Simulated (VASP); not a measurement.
# SnSe (Fm-3m) in VASP: notebook

SnSe is run at these levels: LDA, PBE, PBEsol; tasks: vibrations by perturbation theory, dielectric tensor, elastic constants.

Program: VASP 6.6.1. These are calculated values, not measurements. Logs are shortened: lines on timing, memory, paths and dates and some standing lists are left out, and cuts for length are marked.

**1. The cell of the first run**

The structure is cubic, space group Fm-3m (No. 225). Conventional cell: a = 6.020 Å, b = 6.020 Å, c = 6.020 Å, α = 90.00°, β = 90.00°, γ = 90.00°. Sn (site symmetry m-3m) has 6 Se at 3.01 Å within 4.0 Å. Within 4.0 Å of Se (site symmetry m-3m) lie 6 Sn at 3.01 Å.

**2. Vibrations by perturbation theory, LDA**

Input file INCAR:

```
ALGO = Normal ; EDIFF = 1E-8
ENCUT = 520 ; IBRION = 8
ISIF = 2 ; ISMEAR = -1
LASPH = True ; LCHARG = True
LREAL = False ; LWAVE = False
NELM = 80 ; NSW = 1
PREC = Accurate ; SIGMA = 0.05
```

Input file KPOINTS:

```
k-points
0
Gamma
  6 6 6
```

Input file POSCAR:

```
SnSe
1.0
    0.0000000000      3.0100000000      3.0100000000
    3.0100000000      0.0000000000      3.0100000000
    3.0100000000      3.0100000000      0.0000000000
Sn Se
1 1
Direct
    0.0000000000      0.0000000000      0.0000000000
    0.5000000000      0.5000000000      0.5000000000
```

Potentials or basis: VASP PAW LDA potentials, release 64 (Sn_d, Se).

Run with:

```console
> cat potpaw_LDA.64/Sn_d/POTCAR potpaw_LDA.64/Se/POTCAR > POTCAR
> mpirun -np 1 vasp_std > vasp.out
```

OUTCAR:

```text
EDIFF = 1E-8
   ENCUT = 520
   IBRION = 8
   ISIF = 2
   ISMEAR = -1
   LASPH = True
   LREAL = False
   NELM = 80
   NSW = 1
   PREC = Accurate

 ion  position               nearest neighbor table
   1  0.000  0.000  0.000-   2 3.01   2 3.01   2 3.01   2 3.01   2 3.01   2 3.01
   2  0.500  0.500  0.500-   1 3.01   1 3.01   1 3.01   1 3.01   1 3.01   1 3.01

  LATTYP: Found a face centered cubic cell.
 ALAT       =     6.0200000000

  Lattice vectors:

 A1 = (   0.0000000000,   3.0100000000,   3.0100000000)
 A2 = (   3.0100000000,   0.0000000000,   3.0100000000)
 A3 = (   3.0100000000,   3.0100000000,   0.0000000000)

Analysis of symmetry for initial positions (statically):
=====================================================================
 Subroutine PRICEL returns:
 Original cell was already a primitive cell.

 Routine SETGRP: Setting up the symmetry group for a
 face centered cubic supercell.

 Subroutine GETGRP returns: Found 48 space group operations
[... 9 lines left out ...]

 Routine SETGRP: Setting up the symmetry group for a
 face centered cubic supercell.

 Subroutine GETGRP returns: Found 48 space group operations
[... 11 lines left out ...]
                                     Primitive cell

  volume of cell :      54.5418

  direct lattice vectors                    reciprocal lattice vectors
     0.000000000  3.010000000  3.010000000    -0.166112957  0.166112957  0.166112957
     3.010000000  0.000000000  3.010000000     0.166112957 -0.166112957  0.166112957
     3.010000000  3.010000000  0.000000000     0.166112957  0.166112957 -0.166112957

  length of vectors
     4.256782823  4.256782823  4.256782823     0.287716081  0.287716081  0.287716081

  position of ions in fractional coordinates (direct lattice)
     0.000000000  0.000000000  0.000000000
     0.500000000  0.500000000  0.500000000

  ion indices of the primitive-cell ions
   primitive index   ion index
                 1           1
                 2           2

----------------------------------------------------------------------------------------

 KPOINTS: k-points

Automatic generation of k-mesh.
 Grid dimensions read from file:
 generate k-points for:    6    6    6

 Generating k-lattice:

  Cartesian coordinates                     Fractional coordinates (reciprocal lattice)
    -0.027685493  0.027685493  0.027685493     0.166666667  0.000000000  0.000000000
     0.027685493 -0.027685493  0.027685493     0.000000000  0.166666667  0.000000000
     0.027685493  0.027685493 -0.027685493     0.000000000  0.000000000  0.166666667

  Length of vectors
     0.047952680  0.047952680  0.047952680

  Shift w.r.t. Gamma in fractional coordinates (k-lattice)
     0.000000000  0.000000000  0.000000000

 Subroutine IBZKPT returns following result:
 ===========================================

 Found     16 irreducible k-points:

 Following reciprocal coordinates:
            Coordinates               Weight
  0.000000  0.000000  0.000000      1.000000
  0.166667  0.000000  0.000000      8.000000
  0.333333  0.000000  0.000000      8.000000
  0.500000  0.000000  0.000000      4.000000
  0.166667  0.166667  0.000000      6.000000
  0.333333  0.166667  0.000000     24.000000
[... 8 lines left out ...]
 -0.333333  0.333333  0.166667     24.000000
 -0.333333  0.500000  0.166667     12.000000
   k-points           NKPTS =     16   k-points in BZ     NKDIM =     16   number of bands    NBANDS=     14
   number of dos      NEDOS =    301   number of ions     NIONS =      2
   total plane-waves  NPLWV =  32768
   dimension x,y,z NGX =    32 NGY =   32 NGZ =   32
   dimension x,y,z NGXF=    64 NGYF=   64 NGZF=   64
   ions per type =               1   1
   NGX,Y,Z   is equivalent  to a cutoff of  12.50, 12.50, 12.50 a.u.
   NGXF,Y,Z  is equivalent  to a cutoff of  24.99, 24.99, 24.99 a.u.
[... 42 lines left out ...]
  energy-cutoff  :      520.00
  volume of cell :       54.54
 maximum number of plane-waves:      1484
   NGX = 15   NGY = 15   NGZ = 15

--------------------------------------- Ionic step        1  -------------------------------------------

 number of electron      20.0000006 magnetization

 Free energy of the ion-electron system (eV)
  ---------------------------------------------------
  ext. energy  EPLUGINS =         0.00000000
  ---------------------------------------------------
  free energy    TOTEN  =        -9.49321152 eV

  energy without entropy =       -9.49315820  energy(sigma->0) =       -9.49318486

 E-fermi :   5.6336     XC(G=0):  -9.8861

 val. band max:        5.3222649119   @ k =   0.5000   0.0000   0.0000
 cond. band min:       5.9450070346   @ k =   0.5000   0.0000   0.0000
 fundamental gap:      0.6227421226
 Fermi energy:         5.6335693242

 k-point     1 :       0.0000    0.0000    0.0000
  band No.  band energies     occupation
      1     -16.0795      2.00000
      2     -16.0795      2.00000
      3     -16.0771      2.00000
      4     -16.0771      2.00000
      5     -16.0771      2.00000
      6      -8.4607      2.00000
      7       0.2321      2.00000
      8       3.2449      2.00000
      9       3.2449      2.00000
     10       3.2449      2.00000
     11       9.6387      0.00000
     12       9.6387      0.00000
     13       9.6387      0.00000
     14      11.2849      0.00000
[... 243 lines left out ...]
      3     -16.0763      2.00000
      4     -16.0654      2.00000
      5     -16.0591      2.00000
      6      -7.2285      2.00000
      7      -1.3991      2.00000
      8       0.3039      2.00000
      9       1.1933      2.00000
     10       3.6474      2.00000
     11       7.9808      0.00000
     12       9.3867      0.00000
     13      10.7227      0.00000
     14      11.4416      0.00000

------------------------ aborting loop because EDIFF is reached ----------------------------------------

  FORCE on cell =-STRESS in cart. coord.  units (eV):
  Direction    XX          YY          ZZ          XY          YZ          ZX
  --------------------------------------------------------------------------------------
  -------------------------------------------------------------------------------------
  Total       -1.2273252     -1.2273252     -1.2273252      0.0000000      0.0000000      0.0000000
  in kB      -36.0529463    -36.0529463    -36.0529463      0.0000000      0.0000000      0.0000000
  external PRESSURE =     -36.0529463 kB  Pullay stress =       0.0000000 kB

 VOLUME and BASIS-vectors are now :
 -----------------------------------------------------------------------------
  energy-cutoff  :      520.00
  volume of cell :       54.54
      direct lattice vectors                 reciprocal lattice vectors
     0.000000000  3.010000000  3.010000000    -0.166112957  0.166112957  0.166112957
     3.010000000  0.000000000  3.010000000     0.166112957 -0.166112957  0.166112957
     3.010000000  3.010000000  0.000000000     0.166112957  0.166112957 -0.166112957

 POSITION                                       TOTAL-FORCE (eV/Angst)
 -----------------------------------------------------------------------------------
      0.00000      0.00000      0.00000        -0.000000     -0.000000      0.000000
      3.01000      3.01000      3.01000         0.000000      0.000000     -0.000000
 -----------------------------------------------------------------------------------
    total drift:                                0.000000     -0.000000     -0.000000

  FREE ENERGIE OF THE ION-ELECTRON SYSTEM (eV)
  ---------------------------------------------------
  free  energy   TOTEN  =        -9.4932115195 eV

  energy  without entropy=       -9.4931582033  energy(sigma->0) =       -9.49318486

[... ionic steps 2 to 3 ...]

--------------------------------------- Ionic step        4  -------------------------------------------

------------------------ aborting loop because EDIFF is reached ----------------------------------------

[... ionic steps 5 to 6 ...]

--------------------------------------- Ionic step        7  -------------------------------------------

 Free energy of the ion-electron system (eV)
  ---------------------------------------------------
  ---------------------------------------------------
  free energy    TOTEN  =        -0.08392643 eV

  energy without entropy =       -0.08392643

------------------------ aborting loop because EDIFF is reached ----------------------------------------

 INTERNAL STRAIN TENSOR  FOR ION    2  DIRECTION 1   (eV/Angst):
 -----------------------------------------------------------------------------
    -0.00015 -0.00000  0.00000
    -0.00000  0.00464 -0.00000
     0.00000 -0.00000  0.00464

 INTERNAL STRAIN TENSOR FOR ION    2 for displacements in x,y,z  (eV/Angst):
          X           Y           Z          XY          YZ          ZX
  --------------------------------------------------------------------------------
  x     0.00000     0.00000     0.00000     0.00000     0.00000     0.00000
  y     0.00000     0.00000     0.00000     0.00000     0.00000     0.00000
  z     0.00000     0.00000     0.00000     0.00000     0.00000     0.00000

 SECOND DERIVATIVES (NOT SYMMETRIZED)
 ------------------------------------
               1X          1Y          1Z          2X          2Y          2Z
  1X     0.219780    0.000000    0.000000   -0.219780    0.000000    0.000000
  1Y     0.000000    0.219780    0.000000    0.000000   -0.219780    0.000000
  1Z     0.000000    0.000000    0.219780    0.000000    0.000000   -0.219780
  2X    -0.236417    0.000000    0.000000    0.236417    0.000000    0.000000
  2Y     0.000000   -0.236417    0.000000    0.000000    0.236417    0.000000
  2Z     0.000000    0.000000   -0.236417    0.000000    0.000000    0.236417

 Eigenvectors and eigenvalues of the dynamical matrix
 ----------------------------------------------------

   1 f  =    0.019293 THz     0.121224 2PiTHz    0.643559 cm-1     0.079791 meV
             X         Y         Z           dx          dy          dz
      0.000000  0.000000  0.000000    -0.498177   -0.555813    0.246444
      3.010000  3.010000  3.010000    -0.391802   -0.437131    0.193821
[... 21 lines left out ...]
   6 f/i=    1.088404 THz     6.838642 2PiTHz   36.305237 cm-1     4.501274 meV
             X         Y         Z           dx          dy          dz
      0.000000  0.000000  0.000000    -0.611386   -0.081133    0.042223
      3.010000  3.010000  3.010000     0.777379    0.103161   -0.053686

--------------------------------------------------------------------------------------------------------

 ELASTIC MODULI CONTR FROM IONIC RELAXATION (kBar)
 Direction    XX          YY          ZZ          XY          YZ          ZX
 --------------------------------------------------------------------------------
 XX           0.0000      0.0000      0.0000      0.0000      0.0000      0.0000
 YY           0.0000      0.0000      0.0000      0.0000      0.0000      0.0000
 ZZ           0.0000      0.0000      0.0000      0.0000      0.0000      0.0000
 XY           0.0000      0.0000      0.0000      0.0000      0.0000      0.0000
 YZ           0.0000      0.0000      0.0000      0.0000      0.0000      0.0000
 ZX           0.0000      0.0000      0.0000      0.0000      0.0000      0.0000
 --------------------------------------------------------------------------------
```

It took 2.2 min on 1 thread of AMD EPYC 7R13, shared host; peak memory 0.2 GiB.

What came out:

```yaml
Highest_phonon_frequency_at_Γ_LO-TO_splitting_left_out: 1 cm⁻¹
Most_unstable_mode: 36i cm⁻¹
```

Phonon frequencies in cm⁻¹ (negative: imaginary):
```tsv
q point	frequencies
(0.000, 0.000, 0.000)	-36 -36 -36 1 1 1
```

Caveat: the cell wasn't relaxed at this level first, which shifts response properties; some modes are imaginary; spin-orbit coupling is left out, which moves the levels of the heavy elements.

**3. Dielectric tensor, LDA**

Input file INCAR:

```
PREC = Accurate ; ENCUT = 520
EDIFF = 1E-8 ; ISMEAR = 0
SIGMA = 0.01 ; LREAL = False
LASPH = True ; NELM = 100
ALGO = Normal ; ISIF = 2
LWAVE = False ; LCHARG = False
LEPSILON = True
```

Input file KPOINTS:

```
regular mesh
0
Gamma
  8 8 8
```

POSCAR is that of step 2.

Potentials or basis: VASP PAW LDA potentials, release 64 (Sn_d, Se).

Run with:

```console
> cat potpaw_LDA.64/Sn_d/POTCAR potpaw_LDA.64/Se/POTCAR > POTCAR
> mpirun -np 1 vasp_std > vasp.out
```

OUTCAR:

```text
PREC = Accurate
   ENCUT = 520
   EDIFF = 1E-8
   ISMEAR = 0
   LREAL = False
   LASPH = True
   NELM = 100
   ISIF = 2
   LEPSILON = True

 ion  position               nearest neighbor table
   1  0.000  0.000  0.000-   2 3.01   2 3.01   2 3.01   2 3.01   2 3.01   2 3.01
   2  0.500  0.500  0.500-   1 3.01   1 3.01   1 3.01   1 3.01   1 3.01   1 3.01

  LATTYP: Found a face centered cubic cell.
 ALAT       =     6.0200000000

  Lattice vectors:

 A1 = (   0.0000000000,   3.0100000000,   3.0100000000)
 A2 = (   3.0100000000,   0.0000000000,   3.0100000000)
 A3 = (   3.0100000000,   3.0100000000,   0.0000000000)

[... 654 lines left out ...]
     0.00363  0.00000  0.00000
     0.00000  0.00363 -0.00000
    -0.00000  0.00000 -0.00391

 MACROSCOPIC STATIC DIELECTRIC TENSOR (including local field effects in DFT)
 ------------------------------------------------------
          28.668243     0.000000    -0.000000
          -0.000000    28.668243     0.000000
           0.000000     0.000000    28.668243
 ------------------------------------------------------

 PIEZOELECTRIC TENSOR (including local field effects)  for field in x, y, z        (e  Angst)
          XX          YY          ZZ          XY          YZ          ZX
  --------------------------------------------------------------------------------
  x     0.00000     0.00000     0.00000     0.00000     0.00000     0.00000
  y     0.00000     0.00000     0.00000     0.00000     0.00000     0.00000
  z     0.00000     0.00000     0.00000     0.00000     0.00000     0.00000

 PIEZOELECTRIC TENSOR (including local field effects)  for field in x, y, z        (C/m^2)
          XX          YY          ZZ          XY          YZ          ZX
  --------------------------------------------------------------------------------
  x     0.00000     0.00000     0.00000     0.00000     0.00000     0.00000
  y     0.00000     0.00000     0.00000     0.00000     0.00000     0.00000
  z     0.00000     0.00000     0.00000     0.00000     0.00000     0.00000

 BORN EFFECTIVE CHARGES (including local field effects) (in |e|, cummulative output)
 ---------------------------------------------------------------------------------
 ion    1
    1     5.81787     0.00000     0.00000
    2     0.00000     5.81787     0.00000
    3     0.00000     0.00000     5.81787
 ion    2
    1    -5.81787     0.00000     0.00000
    2     0.00000    -5.81787     0.00000
    3     0.00000     0.00000    -5.81787
```

OSZICAR:

```text
N       E                     dE             d eps       ncg     rms          rms(c)
DAV:   1     0.127886513160E+03    0.12789E+03   -0.99423E+03   818   0.171E+03
[... 12 lines left out ...]
RMM:   6    -0.433414439154E+01   -0.12751E-02   -0.86214E-04  3188   0.176E-01    0.369E-02
RMM:   7    -0.433469394574E+01   -0.54955E-03   -0.10907E-04  3073   0.608E-02    0.914E-03
RMM:   8    -0.433514804633E+01   -0.45410E-03   -0.47193E-05  3128   0.289E-02    0.347E-03
RMM:   9    -0.433508341197E+01    0.64634E-04    0.97876E-05  3186   0.818E-03    0.117E-03
RMM:  10    -0.433506422000E+01    0.19192E-04   -0.62545E-06  3208   0.288E-03    0.275E-04
RMM:  11    -0.433505617140E+01    0.80486E-05    0.45362E-06  3307   0.832E-04    0.689E-05
RMM:  12    -0.433505649894E+01   -0.32754E-06    0.21475E-06  2703   0.269E-04    0.258E-05
RMM:  13    -0.433505637922E+01    0.11972E-06    0.18900E-06  1387   0.959E-05    0.940E-06
```

stdout:

```text
POSCAR found type information on POSCAR SnSe
 POSCAR found :  2 types and       2 ions
 scaLAPACK will be used
 LDA part: xc-table for (Slater(with rela. corr.)+CA(PZ))
 , standard interpolation
 POSCAR, INCAR and KPOINTS ok, starting setup
 FFT: planning ... GRIDC
 FFT: planning ... GRID_SOFT
 FFT: planning ... GRID
 WAVECAR not read
 entering main loop
 Linear response reoptimize wavefunctions to high precision
 Linear response G [H, r] |phi>, progress :
  Direction:   1
 Linear response G [H, r] |phi>, progress :
  Direction:   2
 Linear response G [H, r] |phi>, progress :
  Direction:   3
 Linear response to external field (no local field effect), progress :
  Direction:   1
 dielectric tensor                  component  1 :    23.916     6.830     2.515
 Linear response to external field (no local field effect), progress :
  Direction:   2
 dielectric tensor                  component  2 :     6.830    48.420    -6.933
 Linear response to external field (no local field effect), progress :
  Direction:   3
 dielectric tensor                  component  3 :     2.515    -6.933    17.512
 Linear response to external field, progress :
  Direction:   1
 dielectric tensor                  component  1 :    28.668     3.299     1.054
 Linear response to external field, progress :
  Direction:   2
 dielectric tensor                  component  2 :    -0.025    28.668     1.052
 Linear response to external field, progress :
  Direction:   3
 dielectric tensor                  component  3 :    -3.431     1.184    28.668
 Born effective charges drift removed
```

Wall time 3.2 min (1 thread of AMD EPYC 9R45 (Zen 5), shared host); peak memory 0.24 GiB.

What came out:

| Item | Value |
| --- | --- |
| Band gap on the k mesh | 0.63 eV, direct |
| Electronic dielectric tensor (diagonal) | 28.67 |
| Born charges (mean of the diagonal) | Sn +5.82; Se -5.82 e |

Electronic dielectric tensor:
```
28.67  0.00  0.00
 0.00 28.67  0.00
 0.00  0.00 28.67
```

Born effective charge tensors (e):
atom 1, Sn
```
5.82 0.00 0.00
0.00 5.82 0.00
0.00 0.00 5.82
```
atom 2, Se
```
-5.82  0.00  0.00
 0.00 -5.82  0.00
 0.00  0.00 -5.82
```

Caveat: the gap is small at this level, which inflates the dielectric constant; spin-orbit coupling is left out, which moves the levels of the heavy elements.

**4. Elastic constants, LDA**

Input file INCAR:

```
SYSTEM = SnSe
PREC = Accurate ; ENCUT = 600
EDIFF = 1E-8 ; ISMEAR = -1
SIGMA = 0.05 ; LREAL = .FALSE.
LASPH = .TRUE. ; NELM = 80
ALGO = Normal ; ISIF = 3
LWAVE = .FALSE. ; LCHARG = .TRUE.
IBRION = 6 ; NFREE = 2
POTIM = 0.015 ; NSW = 1
```

Input file KPOINTS:

```
Automatic mesh
0
G
  6 6 6
  0 0 0
```

POSCAR is that of step 3.

Run with:

```console
> cat potpaw_LDA.64/Sn_d/POTCAR potpaw_LDA.64/Se/POTCAR > POTCAR
> mpirun -np 1 vasp_std > vasp.out
```

It took 6 min on 1 thread of AMD EPYC 9R45 (Zen 5), shared host; peak memory 0.23 GiB.

It converged, with:

| Quantity | Value |
| --- | --- |
| Elastic constants C11, C12, C44 | 121, 12, 20 GPa |
| Voigt bulk modulus | 49 GPa |
| Highest phonon frequency at Γ, LO-TO splitting left out | 0 cm⁻¹ |
| Most unstable mode | 37i cm⁻¹ |

Phonon frequencies in cm⁻¹ (negative: imaginary):
| q point | frequencies |
| --- | --- |
| (0.000, 0.000, 0.000) | -37 -37 -37 0 0 0 |

Elastic tensor in Voigt notation (GPa, in the Cartesian axes of the cell as first typed):
```
121  12  12   0   0   0
 12 121  12   0   0   0
 12  12 121   0   0   0
  0   0   0  20   0   0
  0   0   0   0  20   0
  0   0   0   0   0  20
```

Clamped-ion elastic tensor (GPa):
```
121  12  12   0   0   0
 12 121  12   0   0   0
 12  12 121   0   0   0
  0   0   0  20   0   0
  0   0   0   0  20   0
  0   0   0   0   0  20
```

Caveat: the cell is under stress, which shifts elastic constants; some modes are imaginary; spin-orbit coupling is left out, which moves the levels of the heavy elements.

(Continued in part 2 of 2.)
